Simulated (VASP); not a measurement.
# Ti4C in VASP: a series of runs, part 2 of 2

VASP 6.6.1. The steps go on from the part before.

### 3 Single point, PBE

INCAR

```
PREC     = Accurate       # precision mode
ENCUT    = 520            # plane-wave cutoff, eV
EDIFF    = 1E-7           # SCF threshold, eV
ISMEAR   = 0              # smearing method
SIGMA    = 0.1            # smearing width, eV
LREAL    = F              # projectors in reciprocal space
LASPH    = T              # aspherical terms in the spheres
NELM     = 80             # most SCF steps
ALGO     = Normal         # electronic algorithm
ISIF     = 2              # what is computed and relaxed
LWAVE    = F              # write WAVECAR
LCHARG   = F              # write CHGCAR
LDIPOL   = T            
IDIPOL   = 3            
DIPOL    = 0.5 0.5 0.373
GGA      = PE             # functional
NBANDS   = 34             # bands
```

KPOINTS

```
regular mesh
0
Gamma
  9 9 1
```

POSCAR

```
Ti4C
1.0
    2.9384580613      0.0000000000      0.0000000000
   -1.4692290307      2.5447793290      0.0000000000
    0.0000000000      0.0000000000     22.4046135985
Ti C
4 1
Direct
    0.6666666667      0.3333333333      0.1785346568
    0.3333333333      0.6666666667      0.2823220753
    0.6666666667      0.3333333333      0.3901862329
    0.3333333333      0.6666666667      0.4867128616
    0.6666666667      1.3333333333      0.5250594590
```

Potentials or basis: VASP PAW PBE potentials, release 64 (Ti_sv, C).

Run with:

```console
$ cat potpaw_PBE.64/Ti_sv/POTCAR potpaw_PBE.64/C/POTCAR > POTCAR
$ mpirun -np 1 vasp_std > vasp.out
```

OUTCAR:

```text
PREC = Accurate
   ENCUT = 520
   EDIFF = 1E-7
   ISMEAR = 0
   LREAL = F
   LASPH = T
   NELM = 80
   ISIF = 2
   GGA = PE

 ion  position               nearest neighbor table
   1  0.667  0.333  0.179-   2 2.88   2 2.88   2 2.88
   2  0.333  0.667  0.282-   1 2.88   1 2.88   1 2.88
   3  0.667  0.333  0.390-   4 2.75   4 2.75   4 2.75
   4  0.333  0.667  0.487-   5 1.90   5 1.90   5 1.90   3 2.75   3 2.75   3 2.75
   5  0.667  0.333  0.525-   4 1.90   4 1.90   4 1.90

  LATTYP: Found a hexagonal cell.
 ALAT       =     2.9384580613
 C/A-ratio  =     7.6246157444

  Lattice vectors:

 A1 = (   2.9384580613,   0.0000000000,   0.0000000000)
 A2 = (  -1.4692290307,   2.5447793290,   0.0000000000)
 A3 = (   0.0000000000,   0.0000000000,  22.4046135985)

Analysis of symmetry for initial positions (statically):
=====================================================================
 Subroutine PRICEL returns:
 Original cell was already a primitive cell.

 Routine SETGRP: Setting up the symmetry group for a
 hexagonal supercell.

[... 169 lines left out ...]
 Fermi energy:         0.6566651461

 k-point     1 :       0.0000    0.0000    0.0000
  band No.  band energies     occupation
      1     -56.3033      2.00000
      2     -56.1465      2.00000
      3     -56.0572      2.00000
      4     -54.9682      2.00000
      5     -32.7236      2.00000
      6     -32.5689      2.00000
[... 433 lines left out ...]
     33       2.7837      0.00000
     34       3.1466      0.00000

------------------------ aborting loop because EDIFF is reached ----------------------------------------

 vacuum level on the upper side and lower side of the slab       (xc-potential included)         0.777        -1.145

  FORCE on cell =-STRESS in cart. coord.  units (eV):
  Direction    XX          YY          ZZ          XY          YZ          ZX
  --------------------------------------------------------------------------------------
  -------------------------------------------------------------------------------------
  Total        6.3551179      6.3551179      0.8279943     -0.0000000      0.0000000     -0.0000000
  in kB       60.7752999     60.7752999      7.9182802     -0.0000000      0.0000000     -0.0000000
  external PRESSURE =      43.1562933 kB  Pullay stress =       0.0000000 kB

 VOLUME and BASIS-vectors are now :
 -----------------------------------------------------------------------------
  energy-cutoff  :      520.00
  volume of cell :      167.54
      direct lattice vectors                 reciprocal lattice vectors
     2.938458061  0.000000000  0.000000000     0.340314539  0.196480691  0.000000000
    -1.469229031  2.544779329  0.000000000     0.000000000  0.392961381  0.000000000
     0.000000000  0.000000000 22.404613598     0.000000000  0.000000000  0.044633664

 POSITION                                       TOTAL-FORCE (eV/Angst)
 -----------------------------------------------------------------------------------
      1.46923      0.84826      4.00000        -0.000000      0.000000      0.529304
     -0.00000      1.69652      6.32532         0.000000     -0.000000     -0.391978
      1.46923      0.84826      8.74197        -0.000000     -0.000000     -1.247165
     -0.00000      1.69652     10.90461        -0.000000      0.000000      1.092840
      1.46923      0.84826     11.76375         0.000000     -0.000000      0.016999
 -----------------------------------------------------------------------------------
    total drift:                                0.000000      0.000000     -0.000033

  FREE ENERGIE OF THE ION-ELECTRON SYSTEM (eV)
  ---------------------------------------------------
  free  energy   TOTEN  =       -37.0169012963 eV

  energy  without entropy=      -36.9647904767  energy(sigma->0) =      -36.99084589

 vacuum level on the upper side and lower side of the slab         6.848         4.878
```

OSZICAR:

```text
N       E                     dE             d eps       ncg     rms          rms(c)
DAV:   1     0.670708219229E+03    0.67071E+03   -0.28371E+04   896   0.161E+03
DAV:   2     0.505115521558E+02   -0.62020E+03   -0.60850E+03   854   0.508E+02
DAV:   3    -0.331574126834E+02   -0.83669E+02   -0.81679E+02  1396   0.161E+02
DAV:   4    -0.465217354418E+02   -0.13364E+02   -0.13273E+02  1208   0.563E+01
[... 28 lines left out ...]
DAV:  33    -0.370169007627E+02   -0.52186E-06   -0.16547E-07   632   0.167E-03    0.129E-03
DAV:  34    -0.370169009509E+02   -0.18818E-06   -0.17863E-07   500   0.145E-03    0.300E-04
DAV:  35    -0.370169010658E+02   -0.11491E-06   -0.15623E-08   450   0.675E-04    0.191E-04
DAV:  36    -0.370169012367E+02   -0.17091E-06   -0.23325E-08   506   0.584E-04    0.159E-04
DAV:  37    -0.370169012963E+02   -0.59519E-07   -0.65168E-09   444   0.477E-04
   1 F= -.37016901E+02 E0= -.36990846E+02  d E =-.521108E-01
```

stdout:

```text
POSCAR found type information on POSCAR TiC
 POSCAR found :  2 types and       5 ions
 scaLAPACK will be used
 LDA part: xc-table for (Slater+PW92), standard interpolation
 POSCAR, INCAR and KPOINTS ok, starting setup
 FFT: planning ... GRIDC
 FFT: planning ... GRID_SOFT
 FFT: planning ... GRID
 WAVECAR not read
 entering main loop
```

Run time: 2.1 min. Hardware: 1 thread of AMD EPYC 9R45 (Zen 5), shared host; peak memory 0.28 GiB.

Results:

- Free energy: -37.0169 eV
- Largest force: 1.247 eV/Å
- Band gap on the k mesh: zero (bands 26 and 27 overlap by 0.59 eV)

Forces in eV/Å, atoms in the order of the input:
```
Ti   0.000  0.000  0.529
Ti   0.000  0.000 -0.392
Ti   0.000  0.000 -1.247
Ti   0.000  0.000  1.093
C    0.000  0.000  0.017
```

### 4 Single point, PBE

INCAR

```
SYSTEM = Ti4C
ALGO = Normal
DIPOL = 0.5 0.5 0.373
EDIFF = 1E-6
ENCUT = 520
GGA = PE
IDIPOL = 3
ISIF = 2
ISMEAR = 0
LASPH = .TRUE.
LCHARG = .FALSE.
LDIPOL = .TRUE.
LREAL = .FALSE.
LWAVE = .FALSE.
NBANDS = 34
NELM = 100
PREC = Accurate
SIGMA = 0.1
```

KPOINTS

```
k-points
0
G
  9 9 1
  0 0 0
```

POSCAR: that of step 3 with these lines changed.

```diff
@@ -12,2 +12,2 @@
     0.3333333333      0.6666666667      0.4867128616
-    0.6666666667      1.3333333333      0.5250594590
+    1.0000000000      1.0000000000      0.5275068828
```

Potentials or basis: VASP PAW PBE potentials, release 64 (Ti_sv, C).

Run with:

```console
$ cat potpaw_PBE.64/Ti_sv/POTCAR potpaw_PBE.64/C/POTCAR > POTCAR
$ mpirun -np 1 vasp_std > vasp.out
```

OUTCAR:

```text
SYSTEM = Ti4C
   EDIFF = 1E-6
   ENCUT = 520
   GGA = PE
   ISIF = 2
   ISMEAR = 0
   LASPH = .TRUE.
   LREAL = .FALSE.
   NELM = 100
   PREC = Accurate

 ion  position               nearest neighbor table
   1  0.667  0.333  0.179-   2 2.88   2 2.88   2 2.88
   2  0.333  0.667  0.282-   1 2.88   1 2.88   1 2.88
   3  0.667  0.333  0.390-   4 2.75   4 2.75   4 2.75
   4  0.333  0.667  0.487-   5 1.93   5 1.93   5 1.93   3 2.75   3 2.75   3 2.75
   5  0.000  0.000  0.528-   4 1.93   4 1.93   4 1.93

  LATTYP: Found a hexagonal cell.
 ALAT       =     2.9384580613
 C/A-ratio  =     7.6246157444

  Lattice vectors:

 A1 = (   2.9384580613,   0.0000000000,   0.0000000000)
 A2 = (  -1.4692290307,   2.5447793290,   0.0000000000)
 A3 = (   0.0000000000,   0.0000000000,  22.4046135985)

Analysis of symmetry for initial positions (statically):
=====================================================================
 Subroutine PRICEL returns:
 Original cell was already a primitive cell.

 Routine SETGRP: Setting up the symmetry group for a
 hexagonal supercell.

 Subroutine GETGRP returns: Found  6 space group operations
 (whereof  6 operations were pure point group operations)
 out of a pool of 24 trial point group operations.

The static configuration has the point symmetry C_3v.

Analysis of symmetry for dynamics (positions and initial velocities):
=====================================================================
 Subroutine PRICEL returns:
 Original cell was already a primitive cell.

 Routine SETGRP: Setting up the symmetry group for a
 hexagonal supercell.

 Subroutine GETGRP returns: Found  6 space group operations
 (whereof  6 operations were pure point group operations)
 out of a pool of 24 trial point group operations.

The dynamic configuration has the point symmetry C_3v.

 Subroutine INISYM returns: Found  6 space group operations
 (whereof  6 operations are pure point group operations),
 and found     1 'primitive' translations

----------------------------------------------------------------------------------------

                                     Primitive cell

  volume of cell :     167.5356

  direct lattice vectors                    reciprocal lattice vectors
     2.938458061  0.000000000  0.000000000     0.340314539  0.196480691  0.000000000
    -1.469229031  2.544779329  0.000000000     0.000000000  0.392961381  0.000000000
     0.000000000  0.000000000 22.404613598     0.000000000  0.000000000  0.044633664

  length of vectors
     2.938458061  2.938458061 22.404613598     0.392961381  0.392961381  0.044633664

  position of ions in fractional coordinates (direct lattice)
     0.666666667  0.333333333  0.178534657
     0.333333333  0.666666667  0.282322075
     0.666666667  0.333333333  0.390186233
     0.333333333  0.666666667  0.486712862
     0.000000000  0.000000000  0.527506883

  ion indices of the primitive-cell ions
   primitive index   ion index
                 1           1
                 2           2
                 3           3
[... 36 lines left out ...]
  0.111111  0.111111  0.000000      6.000000
  0.222222  0.111111  0.000000     12.000000
  0.333333  0.111111  0.000000     12.000000
  0.444444  0.111111  0.000000      6.000000
  0.222222  0.222222  0.000000      6.000000
  0.333333  0.222222  0.000000     12.000000
  0.333333  0.333333  0.000000      2.000000
   k-points           NKPTS =     12   k-points in BZ     NKDIM =     12   number of bands    NBANDS=     34
   number of dos      NEDOS =    301   number of ions     NIONS =      5
   total plane-waves  NPLWV =  96768
   dimension x,y,z NGX =    24 NGY =   24 NGZ =  168
   dimension x,y,z NGXF=    48 NGYF=   48 NGZF=  336
   ions per type =               4   1
   NGX,Y,Z   is equivalent  to a cutoff of  13.58, 13.58, 12.47 a.u.
   NGXF,Y,Z  is equivalent  to a cutoff of  27.16, 27.16, 24.93 a.u.
 SYSTEM =  Ti4C
   PREC   = accura    normal or accurate (medium, high low for compatibility)
   ISTART =      0    job   : 0-new  1-cont  2-samecut
   ICHARG =      2    charge: 1-file 2-atom 10-const
   ISPIN  =      1    spin polarized calculation?
   LNONCOLLINEAR =      F non collinear calculations
   LSORBIT =      F    spin-orbit coupling
   LASPH  =      T    aspherical Exc in radial PAW
   ENCUT  =  520.0 eV  38.22 Ry    6.18 a.u.   5.46  5.46 41.66*2*pi/ulx,y,z
   NELM   =    100;   NELMIN=  2; NELMDL= -5     # of ELM steps
   EDIFF  = 0.1E-05   stopping-criterion for ELM
   LREAL  =      F    real-space projection
   EDIFFG = 0.1E-04   stopping-criterion for IOM
   NSW    =      0    number of steps for IOM
   IBRION =     -1    ionic relax: 0-MD 1-quasi-New 2-CG
   NFREE  =      0    steps in history (QN), initial steepest desc. (CG)
   ISIF   =      2    stress and relaxation
   ISYM   =      2    0-nonsym 1-usesym 2-fastsym
   POTIM  = 0.5000    time-step for ionic-motion
   TEBEG  =    0.0;   TEEND  =   0.0 temperature during run
   PSTRESS=    0.0 pullay stress
   NELECT =      52.0000    total number of electrons
   NUPDOWN=      -1.0000    fix difference up-down
   EMIN   =  10.00;   EMAX   =-10.00  energy-range for DOS
   EFERMI =   0.00;   METHOD = LEGACY
   ISMEAR =     0;   SIGMA  =   0.10  broadening in eV -4-tet -1-fermi 0-gaus
   EFERMI_NEDOS =   21; number of points for ismear=-14 and -15
   IALGO  =     38    algorithm
   IMIX   =      4    mixing-type and parameters
     AMIX     =   0.40;   BMIX     =  1.00
     AMIX_MAG =   1.60;   BMIX_MAG =  1.00
  volume/ion in A,a.u.               =      33.51       226.12
  Fermi-wavevector in a.u.,A,eV,Ry     =   1.108427  2.094622 16.716246  1.228609
  Thomas-Fermi vector in A             =   2.244954
   LORBIT       =      0    0 simple, 1 ext, 2 COOP (PROOUT), +10 PAW based schemes
   GGA     = PE    functional components
   LHFCALC =     F    Hartree Fock is set to
   AEXX    =    0.0000 exact exchange contribution
   IVDW    =     0    specifies the selected vdW correction
   LEPSILON=     F    determine dielectric tensor
   LRPA    =     F    only Hartree local field effects (RPA)
 non-spin polarized calculation
 Gauss-broadening in eV      SIGMA  =   0.10
  energy-cutoff  :      520.00
  volume of cell :      167.54
 maximum number of plane-waves:      4595
 NGX is ok and might be reduce to    24
   NGX = 11   NGY = 11   NGZ = 83

 dipolmoment           0.000000      0.000000     -0.038196 electrons x Angstroem

 number of electron      51.9999992 magnetization

 dipolmoment           0.000000      0.000000      0.092334 electrons x Angstroem

 Free energy of the ion-electron system (eV)
  ---------------------------------------------------
  ext. energy  EPLUGINS =         0.00000000
  ---------------------------------------------------
  free energy    TOTEN  =       -36.95047852 eV

  energy without entropy =      -36.89988089  energy(sigma->0) =      -36.92517971

 E-fermi :   0.5276     XC(G=0):  -5.9391

 val. band max:        0.4808666778   @ k =   0.2222   0.1111   0.0000
 cond. band min:       0.5373854961   @ k =   0.1111   0.1111   0.0000
 fundamental gap:      0.0565188184
 Fermi energy:         0.5275567612

 k-point     1 :       0.0000    0.0000    0.0000
  band No.  band energies     occupation
      1     -56.4551      2.00000
      2     -56.2393      2.00000
      3     -56.1595      2.00000
      4     -54.7569      2.00000
      5     -32.8670      2.00000
      6     -32.5979      2.00000
[... 433 lines left out ...]
     33       2.8161      0.00000
     34       2.9859      0.00000

------------------------ aborting loop because EDIFF is reached ----------------------------------------

 vacuum level on the upper side and lower side of the slab       (xc-potential included)         0.962        -1.282

  FORCE on cell =-STRESS in cart. coord.  units (eV):
  Direction    XX          YY          ZZ          XY          YZ          ZX
  --------------------------------------------------------------------------------------
  -------------------------------------------------------------------------------------
  Total        4.9905220      4.9905220      0.5960846     -0.0000000      0.0000000     -0.0000000
  in kB       47.7253884     47.7253884      5.7004799     -0.0000000      0.0000000     -0.0000000
  external PRESSURE =      33.7170856 kB  Pullay stress =       0.0000000 kB

 VOLUME and BASIS-vectors are now :
 -----------------------------------------------------------------------------
  energy-cutoff  :      520.00
  volume of cell :      167.54
      direct lattice vectors                 reciprocal lattice vectors
     2.938458061  0.000000000  0.000000000     0.340314539  0.196480691  0.000000000
    -1.469229031  2.544779329  0.000000000     0.000000000  0.392961381  0.000000000
     0.000000000  0.000000000 22.404613598     0.000000000  0.000000000  0.044633664

 POSITION                                       TOTAL-FORCE (eV/Angst)
 -----------------------------------------------------------------------------------
      1.46923      0.84826      4.00000        -0.000000     -0.000000      0.576771
     -0.00000      1.69652      6.32532         0.000000      0.000000     -0.407282
      1.46923      0.84826      8.74197         0.000000      0.000000     -1.257432
     -0.00000      1.69652     10.90461        -0.000000      0.000000      1.073336
      0.00000      0.00000     11.81859        -0.000000     -0.000000      0.014607
 -----------------------------------------------------------------------------------
    total drift:                               -0.000000      0.000000     -0.000608

  FREE ENERGIE OF THE ION-ELECTRON SYSTEM (eV)
  ---------------------------------------------------
  free  energy   TOTEN  =       -36.9504785245 eV

  energy  without entropy=      -36.8998808930  energy(sigma->0) =      -36.92517971

 vacuum level on the upper side and lower side of the slab         7.034         4.744
```

Wall time 2 min (1 thread of AMD EPYC 9R45 (Zen 5), shared host); peak memory 0.28 GiB.

Results:

```
Free energy            : -36.9505 eV
Largest force          : 1.257 eV/Å
Band gap on the k mesh : zero (bands 26 and 27 overlap by 0.50 eV)
```

Forces in eV/Å, atoms in the order of the input:
```
Ti   0.000  0.000  0.577
Ti   0.000  0.000 -0.407
Ti   0.000  0.000 -1.257
Ti   0.000  0.000  1.073
C    0.000  0.000  0.015
```

Levels at points of the mesh, in eV from the Fermi level:
```tsv
k point	band 23	band 24	band 25	band 26	band 27	band 28	band 29	band 30
(0.00, 0.00, 0.00)	-1.15	-0.15	0.30	0.45	0.75	0.75	0.78	0.78
```

### 5 Relaxation of the atoms, PBE

INCAR

```
PREC = Accurate
ENCUT = 520
EDIFF = 1E-7
ISMEAR = 0
SIGMA = 0.1
LREAL = F
LASPH = T
NELM = 120
ALGO = Normal
ISIF = 2
LWAVE = F
LCHARG = F
LDIPOL = T
IDIPOL = 3
DIPOL = 0.5 0.5 0.375
GGA = PE
IBRION = 2
NSW = 36
EDIFFG = -0.025
GGA_COMPAT = F
NELMIN = 4
NELMDL = -8
```

KPOINTS

```
regular mesh
0
Gamma
  9 9 1
```

POSCAR

```
Ti4C
1.0
    2.9384580613      0.0000000000      0.0000000000
   -1.4692290307      2.5447793290      0.0000000000
    0.0000000000      0.0000000000     22.4046135985
Ti C
4 1
Selective dynamics
Direct
    0.6666666667      0.3333333333      0.1785346568  F F F
    0.3333333333      0.6666666667      0.2823220753  F F F
    0.6666666667      0.3333333333      0.3901862329  F F F
    0.3333333333      0.6666666667      0.4867128616  F F F
    0.6666666667      1.3333333333      0.5384879121  F F T
```

Run with:

```console
$ cat potpaw_PBE.64/Ti_sv/POTCAR potpaw_PBE.64/C/POTCAR > POTCAR
$ mpirun -np 1 vasp_std > vasp.out
```

Run time: 5.3 min. Hardware: 1 thread of AMD EPYC 9R45 (Zen 5), shared host; peak memory 0.29 GiB.

Results (log left out):

```yaml
Free_energy: -37.0169 eV
Energy_gained_by_relaxing: 65.9 meV/atom
Ionic_steps: 4
Band_gap_on_the_k_mesh: zero (bands 26 and 27 overlap by 0.59 eV)
```

Step by step:
```csv
step,energy change (eV),largest force on free atoms (eV/Å),pressure (GPa)
1,0.0000,2.1684,0.60
2,-0.1891,1.4282,1.77
3,-0.3269,0.1977,3.92
4,-0.3295,0.0065,4.30
```

Final structure:
```cif
data_structure
_symmetry_space_group_name_H-M 'P 1'
_symmetry_Int_Tables_number 1
_cell_length_a 2.9385
_cell_length_b 2.9385
_cell_length_c 22.4046
_cell_angle_alpha 90.000
_cell_angle_beta 90.000
_cell_angle_gamma 120.000
_cell_volume 167.54
loop_
_atom_site_label
_atom_site_type_symbol
_atom_site_fract_x
_atom_site_fract_y
_atom_site_fract_z
_atom_site_occupancy
Ti1 Ti 0.66667 0.33333 0.17853 1
Ti2 Ti 0.33333 0.66667 0.28232 1
Ti3 Ti 0.66667 0.33333 0.39019 1
Ti4 Ti 0.33333 0.66667 0.48671 1
C1 C 0.66667 0.33333 0.52512 1
```

Levels at points of the mesh, in eV from the Fermi level:
```
           k point  band 24  band 25  band 26  band 27  band 28  band 29
(0.00, 0.00, 0.00)    -0.15     0.30     0.43     0.75     0.75     0.77
```

### 6 The runs side by side

```csv
task,cell,atoms held fixed (from 0),gap on the mesh (eV),largest force (eV/Å)
single point,"as given, atomic positions A",-,none,0.88
single point,"as given, atomic positions B",-,none,1.25
single point,"as given, atomic positions C",-,none,1.26
relaxation of the atoms,"atoms relaxed, atomic positions D","[0, 1, 2, 3, 4]",none,-
```

Alike in all rows: level PBE; potentials or basis VASP PAW PBE potentials, release 64 (Ti_sv, C); no spin polarisation; k mesh 9 × 9 × 1; cutoff (eV) 520; smearing gaussian 0.1 eV.

Total energies depend on the potentials used, so only differences within one code and one set of settings carry meaning.
